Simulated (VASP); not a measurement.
A run of VASP 6.6.1:

POSCAR

```
SiC
1.0
    0.0000000000      2.1781773184      2.1781773184
    2.1781773184      0.0000000000      2.1781773184
    2.1781773184      2.1781773184      0.0000000000
Si C
1 1
Direct
    0.0000000000      0.0000000000      0.0000000000
    0.2500000000      0.2500000000      0.2500000000
```

Contents of INCAR.step1:

```
ALGO = Normal ; EDIFF = 1E-4
ENCUT = 520 ; GGA = PE
ISMEAR = 0 ; LASPH = True
LCHARG = False ; LREAL = False
LWAVE = True ; NBANDS = 11
NELM = 80 ; PREC = Accurate
SIGMA = 0.02
```

The input INCAR.step2:

```
ALGO = Normal ; EDIFF = 1E-7
ENCUT = 520 ; ISIF = 2
ISMEAR = 0 ; ISTART = 1
LASPH = True ; LCHARG = False
LMIXTAU = True ; LREAL = False
LWAVE = False ; METAGGA = R2SCAN
NBANDS = 11 ; NELM = 80
PREC = Accurate ; SIGMA = 0.02
```

File KPOINTS:

```
k-points
0
Gamma
  10 10 10
```

Potentials or basis: VASP PAW PBE potentials, release 64 (Si, C).

Run with:

```console
$ cat potpaw_PBE.64/Si/POTCAR potpaw_PBE.64/C/POTCAR > POTCAR
$ cp INCAR.step1 INCAR
$ mpirun -np 1 vasp_std > vasp.out
$ cp INCAR.step2 INCAR
$ mpirun -np 1 vasp_std > vasp.out
```

Hardware: 1 thread of AMD EPYC 9R45 96-Core Processor (Zen 5) (shared host).

Q: Estimate the wall time of this run.

A: Run time: 31 s on 1 thread of AMD EPYC 9R45 96-Core Processor (Zen 5) (shared host), peak memory 0.11 GiB. Counts: k points 47.
